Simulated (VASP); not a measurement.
# Li (Pmmn) in VASP: further runs

Runs on Li. Level: PBEsol+D3(BJ). Tasks: single point.

Everything below comes from runs of VASP 6.6.1. Logs are shortened: lines on timing, memory, paths and dates and some standing lists are left out, and cuts for length are marked.

## (1) The cell of the first run

It takes space group Pmmn (No. 59, orthorhombic). Conventional cell: a = 2.963 Å, b = 4.191 Å, c = 2.963 Å, α = 90.00°, β = 90.00°, γ = 90.00°. Within 3.4 Å of Li (site symmetry mm2) lie 8 Li at 2.58 to 2.96 Å.

## (2) Single point, PBEsol+D3(BJ) (mode 4 frozen in at -0.425 Å and mode 5 at -0.425 Å (largest displacements))

File INCAR:

```
SYSTEM = Li
PREC = Accurate ; ENCUT = 520
EDIFF = 1E-7 ; ISMEAR = 0
SIGMA = 0.15 ; LREAL = .False.
LASPH = .True. ; NELM = 80
ALGO = Fast ; ISIF = 2
LWAVE = .False. ; LCHARG = .False.
GGA = PS ; IVDW = 12
NBANDS = 10
```

File KPOINTS:

```
regular mesh
0
Gamma
  16 16 10
  0 0 0
```

File POSCAR:

```
Li
1.0
    0.0000000000     -2.0954789853     -2.0954789853
    0.0000000000      2.0954789853     -2.0954789853
    4.1909579706      0.0000000000      0.0000000000
Li
2
Direct
    0.7028175911      0.5000000000      0.5000000000
   -0.2028175911      0.0000000000      0.0000000000
```

Potentials or basis: VASP PAW PBE potentials, release 64 (Li_sv).

Command:

```console
> cat potpaw_PBE.64/Li_sv/POTCAR > POTCAR
> mpirun -np 1 vasp_std > vasp.out
```

OUTCAR:

```text
SYSTEM = Li
   PREC = Accurate
   ENCUT = 520
   EDIFF = 1E-7
   ISMEAR = 0
   LREAL = .False.
   LASPH = .True.
   NELM = 80
   ISIF = 2
   GGA = PS
   IVDW = 12
 IVDW          = 12

 ion  position               nearest neighbor table
   1  0.703  0.500  0.500-   2 2.58   2 2.58   2 2.58   2 2.58
   2  0.797  0.000  0.000-   1 2.58   1 2.58   1 2.58   1 2.58

  LATTYP: Found a simple tetragonal cell.
 ALAT       =     2.9634548007
 C/A-ratio  =     1.4142135624

  Lattice vectors:

 A1 = (   0.0000000000,  -2.0954789853,  -2.0954789853)
 A2 = (   0.0000000000,   2.0954789853,  -2.0954789853)
 A3 = (   4.1909579706,   0.0000000000,   0.0000000000)

Analysis of symmetry for initial positions (statically):
=====================================================================
 Subroutine PRICEL returns:
 Original cell was already a primitive cell.

 Routine SETGRP: Setting up the symmetry group for a
 simple tetragonal supercell.

 Subroutine GETGRP returns: Found  8 space group operations
 (whereof  4 operations were pure point group operations)
 out of a pool of 16 trial point group operations.

The static configuration has the point symmetry C_2v.
 The point group associated with its full space group is D_2h.

Analysis of symmetry for dynamics (positions and initial velocities):
=====================================================================
 Subroutine PRICEL returns:
 Original cell was already a primitive cell.

 Routine SETGRP: Setting up the symmetry group for a
 simple tetragonal supercell.

 Subroutine GETGRP returns: Found  8 space group operations
 (whereof  4 operations were pure point group operations)
 out of a pool of 16 trial point group operations.

The dynamic configuration has the point symmetry C_2v.
 The point group associated with its full space group is D_2h.

 Subroutine INISYM returns: Found  8 space group operations
 (whereof  4 operations are pure point group operations),
 and found     1 'primitive' translations

----------------------------------------------------------------------------------------

                                     Primitive cell

  volume of cell :      36.8053

  direct lattice vectors                    reciprocal lattice vectors
     0.000000000 -2.095478985 -2.095478985     0.000000000 -0.238608931 -0.238608931
     0.000000000  2.095478985 -2.095478985     0.000000000  0.238608931 -0.238608931
     4.190957971  0.000000000  0.000000000     0.238608931  0.000000000  0.000000000

  length of vectors
     2.963454801  2.963454801  4.190957971     0.337443986  0.337443986  0.238608931

  position of ions in fractional coordinates (direct lattice)
     0.702817591  0.500000000  0.500000000
     0.797182409  0.000000000  0.000000000

  ion indices of the primitive-cell ions
   primitive index   ion index
                 1           1
                 2           2

----------------------------------------------------------------------------------------

 KPOINTS: regular mesh

Automatic generation of k-mesh.
 Grid dimensions read from file:
 generate k-points for:   16   16   10

 Generating k-lattice:

  Cartesian coordinates                     Fractional coordinates (reciprocal lattice)
     0.000000000 -0.014913058 -0.014913058     0.062500000  0.000000000  0.000000000
     0.000000000  0.014913058 -0.014913058     0.000000000  0.062500000  0.000000000
     0.023860893  0.000000000  0.000000000     0.000000000  0.000000000  0.100000000

  Length of vectors
     0.021090249  0.021090249  0.023860893

  Shift w.r.t. Gamma in fractional coordinates (k-lattice)
     0.000000000  0.000000000  0.000000000

 Subroutine IBZKPT returns following result:
 ===========================================

 Found    486 irreducible k-points:

 Following reciprocal coordinates:
            Coordinates               Weight
  0.000000  0.000000  0.000000      1.000000
  0.062500  0.000000  0.000000      2.000000
  0.000000  0.062500  0.000000      2.000000
  0.125000  0.000000  0.000000      2.000000
  0.000000  0.125000  0.000000      2.000000
  0.187500  0.000000  0.000000      2.000000
[... 16 lines left out ...]
  0.250000  0.062500  0.000000      4.000000
 -0.062500  0.250000  0.000000      4.000000
 [... further k-points ...]
   k-points           NKPTS =    486   k-points in BZ     NKDIM =    486   number of bands    NBANDS=     10
   number of dos      NEDOS =    301   number of ions     NIONS =      2
   total plane-waves  NPLWV =  18432
   dimension x,y,z NGX =    24 NGY =   24 NGZ =   32
   dimension x,y,z NGXF=    48 NGYF=   48 NGZF=   64
   ions per type =               2
   NGX,Y,Z   is equivalent  to a cutoff of  13.46, 13.46, 12.69 a.u.
   NGXF,Y,Z  is equivalent  to a cutoff of  26.93, 26.93, 25.39 a.u.
 SYSTEM =  Li
   PREC   = accura    normal or accurate (medium, high low for compatibility)
   ISTART =      0    job   : 0-new  1-cont  2-samecut
   ICHARG =      2    charge: 1-file 2-atom 10-const
   ISPIN  =      1    spin polarized calculation?
   LNONCOLLINEAR =      F non collinear calculations
   LSORBIT =      F    spin-orbit coupling
   LASPH  =      T    aspherical Exc in radial PAW
   ENCUT  =  520.0 eV  38.22 Ry    6.18 a.u.   5.51  5.51  7.79*2*pi/ulx,y,z
   NELM   =     80;   NELMIN=  2; NELMDL= -5     # of ELM steps
   EDIFF  = 0.1E-06   stopping-criterion for ELM
   LREAL  =      F    real-space projection
   EDIFFG = 0.1E-05   stopping-criterion for IOM
   NSW    =      0    number of steps for IOM
   IBRION =     -1    ionic relax: 0-MD 1-quasi-New 2-CG
   NFREE  =      0    steps in history (QN), initial steepest desc. (CG)
   ISIF   =      2    stress and relaxation
   ISYM   =      2    0-nonsym 1-usesym 2-fastsym
   POTIM  = 0.5000    time-step for ionic-motion
   TEBEG  =    0.0;   TEEND  =   0.0 temperature during run
   PSTRESS=    0.0 pullay stress
   NELECT =       6.0000    total number of electrons
   NUPDOWN=      -1.0000    fix difference up-down
   EMIN   =  10.00;   EMAX   =-10.00  energy-range for DOS
   EFERMI =   0.00;   METHOD = LEGACY
   ISMEAR =     0;   SIGMA  =   0.15  broadening in eV -4-tet -1-fermi 0-gaus
   EFERMI_NEDOS =   21; number of points for ismear=-14 and -15
   IALGO  =     68    algorithm
   IMIX   =      4    mixing-type and parameters
     AMIX     =   0.40;   BMIX     =  1.00
     AMIX_MAG =   1.60;   BMIX_MAG =  1.00
  volume/ion in A,a.u.               =      18.40       124.19
  Fermi-wavevector in a.u.,A,eV,Ry     =   0.894311  1.690003 10.881835  0.799792
  Thomas-Fermi vector in A             =   2.016500
   LORBIT       =      0    0 simple, 1 ext, 2 COOP (PROOUT), +10 PAW based schemes
   GGA     = PS    functional components
   LHFCALC =     F    Hartree Fock is set to
   AEXX    =    0.0000 exact exchange contribution
   IVDW    =    12    specifies the selected vdW correction
   LEPSILON=     F    determine dielectric tensor
   LRPA    =     F    only Hartree local field effects (RPA)
 non-spin polarized calculation
 RMM-DIIS sequential band-by-band and
 Gauss-broadening in eV      SIGMA  =   0.15
  energy-cutoff  :      520.00
  volume of cell :       36.81
 maximum number of plane-waves:      1011
 NGX is ok and might be reduce to    24
   NGX = 11   NGY = 11   NGZ = 15

 number of electron       5.9999990 magnetization

 Free energy of the ion-electron system (eV)
  ---------------------------------------------------
  ext. energy  EPLUGINS =         0.00000000
  ---------------------------------------------------
  free energy    TOTEN  =        -3.59075427 eV

  energy without entropy =       -3.58228045  energy(sigma->0) =       -3.58651736

 E-fermi :   0.9293     XC(G=0):  -7.2541

 val. band max:        0.9278878011   @ k =  -0.1875   0.5000   0.2000
 cond. band min:       0.9328825928   @ k =  -0.3125   0.4375   0.0000
 fundamental gap:      0.0049947918
 Fermi energy:         0.9293264587

 k-point     1 :       0.0000    0.0000    0.0000
  band No.  band energies     occupation
      1     -45.1472      2.00000
      2     -45.0704      2.00000
      3      -2.7320      2.00000
      4       2.2582      0.00000
      5       6.1025      0.00000
      6       9.6376      0.00000
      7      10.0449      0.00000
      8      12.8174      0.00000
      9      14.0299      0.00000
     10      16.3484      0.00000

 k-point     2 :       0.0625    0.0000    0.0000
  band No.  band energies     occupation
      1     -45.1468      2.00000
      2     -45.0702      2.00000
      3      -2.6844      2.00000
      4       2.3185      0.00000
      5       6.1279      0.00000
      6       9.2677      0.00000
      7       9.6935      0.00000
      8      13.4020      0.00000
      9      14.0600      0.00000
     10      16.3897      0.00000

 k-point     3 :       0.0000    0.0625    0.0000
  band No.  band energies     occupation
      1     -45.1462      2.00000
      2     -45.0708      2.00000
      3      -2.6849      2.00000
      4       2.3242      0.00000
      5       6.0001      0.00000
      6       9.2148      0.00000
      7      10.1846      0.00000
      8      12.7584      0.00000
      9      14.6316      0.00000
     10      16.0129      0.00000

 k-point     4 :       0.1250    0.0000    0.0000
  band No.  band energies     occupation
      1     -45.1457      2.00000
      2     -45.0693      2.00000
      3      -2.5419      2.00000
      4       2.4985      0.00000
      5       6.1825      0.00000
      6       7.9489      0.00000
      7       9.8594      0.00000
      8      13.0376      0.00000
      9      15.4399      0.00000
     10      15.7907      0.00000
[... 222 lines left out ...]
 k-point    22 :      -0.0625    0.1875    0.0000
  band No.  band energies     occupation
      1     -45.1374      2.00000
      2     -45.0737      2.00000
      3      -2.2569      2.00000
      4       2.9123      0.00000
      5       4.9716      0.00000
      6       8.2079      0.00000
      7       9.8214      0.00000
      8      13.1005      0.00000
      9      13.2979      0.00000
     10      15.2661      0.00000

 k-point    23 :       0.2500    0.0625    0.0000
  band No.  band energies     occupation
      1     -45.1408      2.00000
      2     -45.0669      2.00000
      3      -1.9289      2.00000
      4       3.2630      0.00000
      5       5.0763      0.00000
      6       6.7343      0.00000
      7       9.7306      0.00000
      8      12.6135      0.00000
      9      12.6165      0.00000
     10      16.7219      0.00000

 k-point    24 :      -0.0625    0.2500    0.0000
  band No.  band energies     occupation
      1     -45.1308      2.00000
      2     -45.0765      2.00000
      3      -1.9236      2.00000
      4       3.3737      0.00000
      5       4.0364      0.00000
      6       8.2106      0.00000
      7      10.0210      0.00000
      8      11.7169      0.00000
      9      12.7310      0.00000
     10      15.2250      0.00000

 [... further k-points ...]

------------------------ aborting loop because EDIFF is reached ----------------------------------------

 Edisp (eV)   -0.32953

 E8    (eV) :    -0.2110

  FORCE on cell =-STRESS in cart. coord.  units (eV):
  Direction    XX          YY          ZZ          XY          YZ          ZX
  --------------------------------------------------------------------------------------
  -------------------------------------------------------------------------------------
  Total       1.37561    -0.49474    -0.49474     0.00000    -1.37242     0.00000
  in kB      59.88178   -21.53648   -21.53648     0.00000   -59.74300     0.00000
  external pressure =        5.60 kB  Pullay stress =        0.00 kB

 VOLUME and BASIS-vectors are now :
 -----------------------------------------------------------------------------
  energy-cutoff  :      520.00
  volume of cell :       36.81
      direct lattice vectors                 reciprocal lattice vectors
     0.000000000 -2.095478985 -2.095478985     0.000000000 -0.238608931 -0.238608931
     0.000000000  2.095478985 -2.095478985     0.000000000  0.238608931 -0.238608931
     4.190957971  0.000000000  0.000000000     0.238608931  0.000000000  0.000000000

 POSITION                                       TOTAL-FORCE (eV/Angst)
 -----------------------------------------------------------------------------------
      2.09548     -0.42500     -2.52048         0.000000      0.158147      0.158147
      0.00000     -1.67048     -1.67048         0.000000     -0.158147     -0.158147
 -----------------------------------------------------------------------------------
    total drift:                                0.000000     -0.000000     -0.000000

  FREE ENERGIE OF THE ION-ELECTRON SYSTEM (eV)
  ---------------------------------------------------
  free  energy   TOTEN  =        -3.9202870737 eV

  energy  without entropy=       -3.9118132492  energy(sigma->0) =       -3.91605016
```

Run time: 88 s. Hardware: 1 thread of Intel Xeon Platinum 8488C (Sapphire Rapids), shared host; peak memory 0.25 GiB.

Results:

```
Free energy                : -3.9203 eV
Largest force              : 0.224 eV/Å
Band gap on the k mesh     : zero (band 3 reaches 3.50 eV, above the bottom of band 4 at -1.20 eV)
Dispersion energy per atom : -0.165 eV
```

Forces on the atoms (eV/Å):
```
Li   0.000  0.158  0.158
Li   0.000 -0.158 -0.158
```

Caveat: the cell differs from its parent crystal (mode 4 frozen in at -0.425 Å and mode 5 at -0.425 Å (largest displacements)); the cutoff is under 1.25 times the usual one of these potentials, so pressure, stress and relaxed cells hold a basis-set (Pulay) error; the PAW data sets were made with another functional, which shifts forces and pressure a little; pairwise dispersion overbinds metals, which lowers pressure and volume.

## (3) Single point, PBEsol+D3(BJ) (mode 4 frozen in at -0.212 Å and mode 5 at -0.212 Å (largest displacements))

File INCAR:

```
PREC = Accurate
ENCUT = 520
EDIFF = 1E-6
ISMEAR = 0
SIGMA = 0.15
LREAL = False
LASPH = True
NELM = 60
ALGO = Fast
ISIF = 2
LWAVE = False
LCHARG = False
GGA = PS
IVDW = 12
NBANDS = 10
```

File KPOINTS:

```
regular mesh
0
Gamma
  16 16 10
```

File POSCAR:

```
Li
1.0
    0.0000000000     -2.0954789853     -2.0954789853
    0.0000000000      2.0954789853     -2.0954789853
    4.1909579706      0.0000000000      0.0000000000
Li
2
Direct
    0.6014087956      0.5000000000      0.5000000000
   -0.1014087956      0.0000000000      0.0000000000
```

Potentials or basis: VASP PAW PBE potentials, release 64 (Li_sv).

Command:

```console
> cat potpaw_PBE.64/Li_sv/POTCAR > POTCAR
> mpirun -np 1 vasp_std > vasp.out
```

It took 74 s on 1 thread of Intel Xeon Platinum 8488C (Sapphire Rapids), shared host; peak memory 0.25 GiB.

The run converged. Its results:

```
Free energy                : -4.1270 eV
Largest force              : 0.364 eV/Å
Band gap on the k mesh     : zero (band 3 reaches 4.01 eV, above the bottom of band 4 at -1.21 eV)
Dispersion energy per atom : -0.165 eV
```

Forces on the atoms (eV/Å):
```
Li   0.000  0.258  0.258
Li   0.000 -0.258 -0.258
```

Levels at points of the mesh, in eV from the Fermi level:
```
           k point  band 1  band 2  band 3  band 4  band 5  band 6  band 7  band 8
(0.00, 0.00, 0.00)  -45.90  -45.85   -3.68    1.48    5.09    8.87    9.78   10.40
(0.50, 0.00, 0.00)  -45.88  -45.84   -1.09    0.15    4.66    6.96    7.58    9.51
(0.00, 0.50, 0.00)  -45.86  -45.86   -0.60   -0.60    5.68    5.68    8.78    8.78
(0.50, 0.50, 0.00)  -45.85  -45.85    1.78    1.78    4.43    4.43    8.61    8.61
(0.00, 0.00, 0.50)  -45.87  -45.87   -2.13   -2.13   10.73   10.73   10.89   10.89
(0.50, 0.00, 0.50)  -45.86  -45.86    0.11    0.11    2.86    2.86   13.27   13.27
(0.00, 0.50, 0.50)  -45.86  -45.86   -0.15   -0.15    3.29    3.29   13.48   13.48
(0.50, 0.50, 0.50)  -45.85  -45.85    3.08    3.08    3.81    3.81    5.27    5.27
```

Caveat: the cell differs from its parent crystal (mode 4 frozen in at -0.212 Å and mode 5 at -0.212 Å (largest displacements)); the cutoff is under 1.25 times the usual one of these potentials, so pressure, stress and relaxed cells hold a basis-set (Pulay) error; the PAW data sets were made with another functional, which shifts forces and pressure a little; pairwise dispersion overbinds metals, which lowers pressure and volume.

[end of part 1 of 2]
